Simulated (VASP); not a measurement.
# HfN in VASP: a series of runs

HfN is run at these levels: PBEsol; tasks: electric field gradients.

Program: VASP 6.6.1. These are calculated values, not measurements. Logs are shortened: lines on timing, memory, paths and dates and some standing lists are left out, and cuts for length are marked.

## Step 1: The cell of the first run

The structure is cubic, space group Fm-3m (No. 225). The conventional cell has a = 4.607 Å, b = 4.607 Å, c = 4.607 Å, α = 90.00°, β = 90.00°, γ = 90.00°. Within 3.0 Å of Hf (site symmetry m-3m) lie 6 N at 2.30 Å. N (site symmetry m-3m) has 6 Hf at 2.30 Å within 3.0 Å.

## Step 2: Electric field gradients, PBEsol (volume scaled by 1.06)

Input file INCAR:

```
SYSTEM = HfN
PREC = Accurate
ENCUT = 520
EDIFF = 1E-8
ISMEAR = -1
SIGMA = 0.01
LREAL = .False.
LASPH = .True.
NELM = 120
ALGO = Normal
ISIF = 2
LWAVE = .False.
LCHARG = .False.
GGA = PS
LEFG = .True.
NBANDS = 14
GGA_COMPAT = .False.
```

Input file KPOINTS:

```
Automatic mesh
0
Gamma
  10 10 10
  0 0 0
```

Input file POSCAR:

```
HfN
1.0
    0.0000000000      2.3033053658      2.3033053658
    2.3033053658      0.0000000000      2.3033053658
    2.3033053658      2.3033053658      0.0000000000
Hf N
1 1
Direct
    0.0000000000      0.0000000000      0.0000000000
    0.5000000000      0.5000000000      0.5000000000
```

Potentials or basis: VASP PAW PBE potentials, release 64 (Hf_pv, N).

Launch:

```console
> cat potpaw_PBE.64/Hf_pv/POTCAR potpaw_PBE.64/N/POTCAR > POTCAR
> mpirun -np 1 vasp_std > vasp.out
```

OUTCAR:

```text
SYSTEM = HfN
   PREC = Accurate
   ENCUT = 520
   EDIFF = 1E-8
   ISMEAR = -1
   LREAL = .False.
   LASPH = .True.
   NELM = 120
   ISIF = 2
   GGA = PS

 ion  position               nearest neighbor table
   1  0.000  0.000  0.000-   2 2.30   2 2.30   2 2.30   2 2.30   2 2.30   2 2.30
   2  0.500  0.500  0.500-   1 2.30   1 2.30   1 2.30   1 2.30   1 2.30   1 2.30

  LATTYP: Found a face centered cubic cell.
 ALAT       =     4.6066107316

  Lattice vectors:

 A1 = (   0.0000000000,   2.3033053658,   2.3033053658)
 A2 = (   2.3033053658,   0.0000000000,   2.3033053658)
 A3 = (   2.3033053658,   2.3033053658,   0.0000000000)

Analysis of symmetry for initial positions (statically):
=====================================================================
 Subroutine PRICEL returns:
 Original cell was already a primitive cell.

 Routine SETGRP: Setting up the symmetry group for a
 face centered cubic supercell.

 Subroutine GETGRP returns: Found 48 space group operations
 (whereof 48 operations were pure point group operations)
 out of a pool of 48 trial point group operations.

The static configuration has the point symmetry O_h .

Analysis of symmetry for dynamics (positions and initial velocities):
=====================================================================
 Subroutine PRICEL returns:
 Original cell was already a primitive cell.

 Routine SETGRP: Setting up the symmetry group for a
 face centered cubic supercell.

 Subroutine GETGRP returns: Found 48 space group operations
 (whereof 48 operations were pure point group operations)
 out of a pool of 48 trial point group operations.

The dynamic configuration has the point symmetry O_h .

 Subroutine INISYM returns: Found 48 space group operations
 (whereof 48 operations are pure point group operations),
 and found     1 'primitive' translations

----------------------------------------------------------------------------------------

                                     Primitive cell

  volume of cell :      24.4391

  direct lattice vectors                    reciprocal lattice vectors
     0.000000000  2.303305366  2.303305366    -0.217079336  0.217079336  0.217079336
     2.303305366  0.000000000  2.303305366     0.217079336 -0.217079336  0.217079336
     2.303305366  2.303305366  0.000000000     0.217079336  0.217079336 -0.217079336

  length of vectors
     3.257365687  3.257365687  3.257365687     0.375992440  0.375992440  0.375992440

  position of ions in fractional coordinates (direct lattice)
     0.000000000  0.000000000  0.000000000
     0.500000000  0.500000000  0.500000000

  ion indices of the primitive-cell ions
   primitive index   ion index
                 1           1
                 2           2

----------------------------------------------------------------------------------------

 KPOINTS: Automatic mesh

Automatic generation of k-mesh.
 Grid dimensions read from file:
 generate k-points for:   10   10   10

 Generating k-lattice:

  Cartesian coordinates                     Fractional coordinates (reciprocal lattice)
    -0.021707934  0.021707934  0.021707934     0.100000000  0.000000000  0.000000000
     0.021707934 -0.021707934  0.021707934     0.000000000  0.100000000  0.000000000
     0.021707934  0.021707934 -0.021707934     0.000000000  0.000000000  0.100000000

  Length of vectors
     0.037599244  0.037599244  0.037599244

  Shift w.r.t. Gamma in fractional coordinates (k-lattice)
     0.000000000  0.000000000  0.000000000

 Subroutine IBZKPT returns following result:
 ===========================================

 Found     47 irreducible k-points:

 Following reciprocal coordinates:
            Coordinates               Weight
  0.000000  0.000000  0.000000      1.000000
  0.100000  0.000000  0.000000      8.000000
  0.200000  0.000000  0.000000      8.000000
  0.300000  0.000000  0.000000      8.000000
  0.400000  0.000000  0.000000      8.000000
  0.500000  0.000000  0.000000      4.000000
[... 16 lines left out ...]
  0.300000  0.300000  0.000000      6.000000
  0.400000  0.300000  0.000000     24.000000
 [... further k-points ...]
   k-points           NKPTS =     47   k-points in BZ     NKDIM =     47   number of bands    NBANDS=     14
   number of dos      NEDOS =    301   number of ions     NIONS =      2
   total plane-waves  NPLWV =  13824
   dimension x,y,z NGX =    24 NGY =   24 NGZ =   24
   dimension x,y,z NGXF=    48 NGYF=   48 NGZF=   48
   ions per type =               1   1
   NGX,Y,Z   is equivalent  to a cutoff of  12.25, 12.25, 12.25 a.u.
   NGXF,Y,Z  is equivalent  to a cutoff of  24.50, 24.50, 24.50 a.u.
 SYSTEM =  HfN
   PREC   = accura    normal or accurate (medium, high low for compatibility)
   ISTART =      0    job   : 0-new  1-cont  2-samecut
   ICHARG =      2    charge: 1-file 2-atom 10-const
   ISPIN  =      1    spin polarized calculation?
   LNONCOLLINEAR =      F non collinear calculations
   LSORBIT =      F    spin-orbit coupling
   LASPH  =      T    aspherical Exc in radial PAW
   ENCUT  =  520.0 eV  38.22 Ry    6.18 a.u.   6.06  6.06  6.06*2*pi/ulx,y,z
   NELM   =    120;   NELMIN=  2; NELMDL= -5     # of ELM steps
   EDIFF  = 0.1E-07   stopping-criterion for ELM
   LREAL  =      F    real-space projection
   EDIFFG = 0.1E-06   stopping-criterion for IOM
   NSW    =      0    number of steps for IOM
   IBRION =     -1    ionic relax: 0-MD 1-quasi-New 2-CG
   NFREE  =      0    steps in history (QN), initial steepest desc. (CG)
   ISIF   =      2    stress and relaxation
   ISYM   =      2    0-nonsym 1-usesym 2-fastsym
   POTIM  = 0.5000    time-step for ionic-motion
   TEBEG  =    0.0;   TEEND  =   0.0 temperature during run
   PSTRESS=    0.0 pullay stress
   NELECT =      15.0000    total number of electrons
   NUPDOWN=      -1.0000    fix difference up-down
   EMIN   =  10.00;   EMAX   =-10.00  energy-range for DOS
   EFERMI =   0.00;   METHOD = LEGACY
   ISMEAR =    -1;   SIGMA  =   0.01  broadening in eV -4-tet -1-fermi 0-gaus
   EFERMI_NEDOS =   21; number of points for ismear=-14 and -15
   IALGO  =     38    algorithm
   IMIX   =      4    mixing-type and parameters
     AMIX     =   0.40;   BMIX     =  1.00
     AMIX_MAG =   1.60;   BMIX_MAG =  1.00
  volume/ion in A,a.u.               =      12.22        82.46
  Fermi-wavevector in a.u.,A,eV,Ry     =   1.391267  2.629113 26.335751  1.935623
  Thomas-Fermi vector in A             =   2.515122
   LORBIT       =      0    0 simple, 1 ext, 2 COOP (PROOUT), +10 PAW based schemes
   GGA     = PS    functional components
   LHFCALC =     F    Hartree Fock is set to
   AEXX    =    0.0000 exact exchange contribution
   IVDW    =     0    specifies the selected vdW correction
   LEPSILON=     F    determine dielectric tensor
   LRPA    =     F    only Hartree local field effects (RPA)
 non-spin polarized calculation
  energy-cutoff  :      520.00
  volume of cell :       24.44
 maximum number of plane-waves:       678
   NGX = 13   NGY = 13   NGZ = 13

 number of electron      15.0000000 magnetization

 Free energy of the ion-electron system (eV)
  ---------------------------------------------------
  ext. energy  EPLUGINS =         0.00000000
  ---------------------------------------------------
  free energy    TOTEN  =       -22.87293095 eV

  energy without entropy =      -22.87276816  energy(sigma->0) =      -22.87284955

 E-fermi :   7.7151     XC(G=0): -12.5917

 val. band max:        7.6662217938   @ k =  -0.4000   0.3000   0.0000
 cond. band min:       7.7311296472   @ k =  -0.1000   0.1000   0.0000
 fundamental gap:      0.0649078534
 Fermi energy:         7.7151075576

 k-point     1 :       0.0000    0.0000    0.0000
  band No.  band energies     occupation
      1     -23.5949      2.00000
      2     -23.5949      2.00000
      3     -23.5949      2.00000
      4      -9.4080      2.00000
      5       4.7688      2.00000
      6       4.7688      2.00000
      7       4.7688      2.00000
      8       7.3498      2.00000
      9       7.3498      2.00000
     10       7.3498      2.00000
     11       8.9580      0.00000
     12       9.4949      0.00000
     13       9.4949      0.00000
     14      17.0885      0.00000

 k-point     2 :       0.1000    0.0000    0.0000
  band No.  band energies     occupation
      1     -23.6751      2.00000
      2     -23.6019      2.00000
      3     -23.6019      2.00000
      4      -9.2045      2.00000
      5       3.8575      2.00000
      6       4.2614      2.00000
      7       4.2614      2.00000
      8       7.5498      2.00000
      9       7.6552      1.99501
     10       7.6552      1.99501
     11       9.6818      0.00000
     12      10.1809      0.00000
     13      10.1809      0.00000
     14      17.8010      0.00000

 k-point     3 :       0.2000    0.0000    0.0000
  band No.  band energies     occupation
      1     -23.8785      2.00000
      2     -23.6204      2.00000
      3     -23.6204      2.00000
      4      -8.6540      2.00000
      5       2.2364      2.00000
      6       3.3298      2.00000
      7       3.3298      2.00000
      8       7.8902      0.00000
      9       8.4168      0.00000
     10       8.4168      0.00000
     11      11.1327      0.00000
     12      11.7326      0.00000
     13      11.7326      0.00000
     14      19.4658      0.00000
[... 324 lines left out ...]
 k-point    23 :       0.3000    0.3000    0.0000
  band No.  band energies     occupation
      1     -24.0533      2.00000
      2     -23.7613      2.00000
      3     -23.7613      2.00000
      4      -8.2098      2.00000
      5       1.0832      2.00000
      6       3.9252      2.00000
      7       3.9252      2.00000
      8       4.9527      2.00000
      9      10.6893      0.00000
     10      10.9223      0.00000
     11      11.4810      0.00000
     12      11.4810      0.00000
     13      16.0519      0.00000
     14      19.6331      0.00000

 k-point    24 :       0.4000    0.3000    0.0000
  band No.  band energies     occupation
      1     -24.1432      2.00000
      2     -23.8111      2.00000
      3     -23.7878      2.00000
      4      -8.0869      2.00000
      5       1.2495      2.00000
      6       3.2258      2.00000
      7       3.6786      2.00000
      8       5.3445      2.00000
      9      11.4593      0.00000
     10      11.8069      0.00000
     11      12.0506      0.00000
     12      12.0805      0.00000
     13      16.1991      0.00000
     14      18.1908      0.00000

 [... further k-points ...]
[... 5 lines left out ...]
  --------------------------------------------------------------------------------------
  -------------------------------------------------------------------------------------
  Total       -2.8901833     -2.8901833     -2.8901833      0.0000000     -0.0000000      0.0000000
  in kB     -189.4747851   -189.4747851   -189.4747851      0.0000000     -0.0000000      0.0000000
  external PRESSURE =    -189.4747851 kB  Pullay stress =       0.0000000 kB

 VOLUME and BASIS-vectors are now :
 -----------------------------------------------------------------------------
  energy-cutoff  :      520.00
  volume of cell :       24.44
      direct lattice vectors                 reciprocal lattice vectors
     0.000000000  2.303305366  2.303305366    -0.217079336  0.217079336  0.217079336
     2.303305366  0.000000000  2.303305366     0.217079336 -0.217079336  0.217079336
     2.303305366  2.303305366  0.000000000     0.217079336  0.217079336 -0.217079336

 POSITION                                       TOTAL-FORCE (eV/Angst)
 -----------------------------------------------------------------------------------
      0.00000      0.00000      0.00000        -0.000000     -0.000000     -0.000000
      2.30331      2.30331      2.30331         0.000000      0.000000      0.000000
 -----------------------------------------------------------------------------------
    total drift:                                0.000000     -0.000000     -0.000000

  FREE ENERGIE OF THE ION-ELECTRON SYSTEM (eV)
  ---------------------------------------------------
  free  energy   TOTEN  =       -22.8729309467 eV

  energy  without entropy=      -22.8727681575  energy(sigma->0) =      -22.87284955

 Electric field gradients (V/A^2)
---------------------------------------------------------------------
 ion       V_xx      V_yy      V_zz      V_xy      V_xz      V_yz
---------------------------------------------------------------------
   1      -0.000    -0.000     0.000    -0.000    -0.000    -0.000
   2       0.000     0.000     0.000     0.001     0.001     0.001
---------------------------------------------------------------------

 Electric field gradients after diagonalization (V/A^2)
 (convention: |V_zz| > |V_xx| > |V_yy|)
----------------------------------------------------------------------
 ion       V_xx      V_yy      V_zz     asymmetry (V_yy - V_xx)/ V_zz
----------------------------------------------------------------------
   1       0.000     0.000    -0.000       0.000
   2      -0.001    -0.001     0.003       0.000
----------------------------------------------------------------------

           NMR quadrupolar parameters

 Cq : quadrupolar parameter    Cq=e*Q*V_zz/h
 eta: asymmetry parameters     (V_yy - V_xx)/ V_zz
 Q  : nuclear electric quadrupole moment in mb (millibarn)
----------------------------------------------------------------------
 ion       Cq(MHz)       eta       Q (mb)
----------------------------------------------------------------------
   1      -0.000       0.000       1.000
   2       0.000       0.000       1.000
----------------------------------------------------------------------
```

Run time: 24 s. Hardware: 1 thread of Intel Xeon 8259CL, shared host; peak memory 0.15 GiB.

What came out:

| Quantity | Value |
| --- | --- |
| Free energy | -22.8729 eV |
| Pressure | -18.9 GPa |

Caveat: without QUAD_EFG the Cq values of the log hold for a quadrupole moment of 1 mb, not for the nuclei; the PAW data sets were made with another functional, which shifts forces and pressure a little; spin-orbit coupling is left out, which moves the levels of the heavy elements.

## Step 3: Electric field gradients, PBEsol (volume scaled by 1.06)

Input file INCAR:

```
PREC = Accurate
ENCUT = 520
EDIFF = 1E-8
ISMEAR = -1
SIGMA = 0.01
LREAL = False
LASPH = True
NELM = 120
ALGO = Normal
ISIF = 2
LWAVE = False
LCHARG = False
GGA = PS
LEFG = True
NBANDS = 14
GGA_COMPAT = False
```

Input file KPOINTS:

```
Automatic mesh
0
Gamma
  10 10 10
```

POSCAR is that of step 2.

Potentials or basis: VASP PAW PBE potentials, release 64 (Hf_pv, N).

Launch:

```console
> cat potpaw_PBE.64/Hf_pv/POTCAR potpaw_PBE.64/N/POTCAR > POTCAR
> mpirun -np 1 vasp_std > vasp.out
```

OUTCAR:

```text
PREC = Accurate
   ENCUT = 520
   EDIFF = 1E-8
   ISMEAR = -1
   LREAL = False
   LASPH = True
   NELM = 120
   ISIF = 2
   GGA = PS

 ion  position               nearest neighbor table
   1  0.000  0.000  0.000-   2 2.30   2 2.30   2 2.30   2 2.30   2 2.30   2 2.30
   2  0.500  0.500  0.500-   1 2.30   1 2.30   1 2.30   1 2.30   1 2.30   1 2.30

  LATTYP: Found a face centered cubic cell.
 ALAT       =     4.6066107316

  Lattice vectors:

 A1 = (   0.0000000000,   2.3033053658,   2.3033053658)
 A2 = (   2.3033053658,   0.0000000000,   2.3033053658)
 A3 = (   2.3033053658,   2.3033053658,   0.0000000000)

Analysis of symmetry for initial positions (statically):
=====================================================================
 Subroutine PRICEL returns:
 Original cell was already a primitive cell.

 Routine SETGRP: Setting up the symmetry group for a
 face centered cubic supercell.

[... 595 lines left out ...]
  volume of cell :       24.44
      direct lattice vectors                 reciprocal lattice vectors
     0.000000000  2.303305366  2.303305366    -0.217079336  0.217079336  0.217079336
     2.303305366  0.000000000  2.303305366     0.217079336 -0.217079336  0.217079336
     2.303305366  2.303305366  0.000000000     0.217079336  0.217079336 -0.217079336

 POSITION                                       TOTAL-FORCE (eV/Angst)
 -----------------------------------------------------------------------------------
      0.00000      0.00000      0.00000        -0.000000     -0.000000     -0.000000
      2.30331      2.30331      2.30331         0.000000      0.000000      0.000000
 -----------------------------------------------------------------------------------
    total drift:                                0.000000     -0.000000     -0.000000

  FREE ENERGIE OF THE ION-ELECTRON SYSTEM (eV)
  ---------------------------------------------------
  free  energy   TOTEN  =       -22.8729309467 eV

  energy  without entropy=      -22.8727681575  energy(sigma->0) =      -22.87284955

 Electric field gradients (V/A^2)
---------------------------------------------------------------------
 ion       V_xx      V_yy      V_zz      V_xy      V_xz      V_yz
---------------------------------------------------------------------
   1      -0.000    -0.000     0.000    -0.000    -0.000    -0.000
   2       0.000     0.000     0.000     0.001     0.001     0.001
---------------------------------------------------------------------

 Electric field gradients after diagonalization (V/A^2)
 (convention: |V_zz| > |V_xx| > |V_yy|)
----------------------------------------------------------------------
 ion       V_xx      V_yy      V_zz     asymmetry (V_yy - V_xx)/ V_zz
----------------------------------------------------------------------
   1       0.000     0.000    -0.000       0.000
   2      -0.001    -0.001     0.003       0.000
----------------------------------------------------------------------

           NMR quadrupolar parameters

 Cq : quadrupolar parameter    Cq=e*Q*V_zz/h
 eta: asymmetry parameters     (V_yy - V_xx)/ V_zz
 Q  : nuclear electric quadrupole moment in mb (millibarn)
----------------------------------------------------------------------
 ion       Cq(MHz)       eta       Q (mb)
----------------------------------------------------------------------
   1      -0.000       0.000       1.000
   2       0.000       0.000       1.000
----------------------------------------------------------------------
```

It took 22 s on 1 thread of Intel Xeon 8259CL, shared host; peak memory 0.15 GiB.

Results:

```yaml
Free_energy: -22.8729 eV
Pressure: -18.9 GPa
```

Caveat: without QUAD_EFG the Cq values of the log hold for a quadrupole moment of 1 mb, not for the nuclei; the PAW data sets were made with another functional, which shifts forces and pressure a little; spin-orbit coupling is left out, which moves the levels of the heavy elements.

(Part 1 of 2 ends here.)
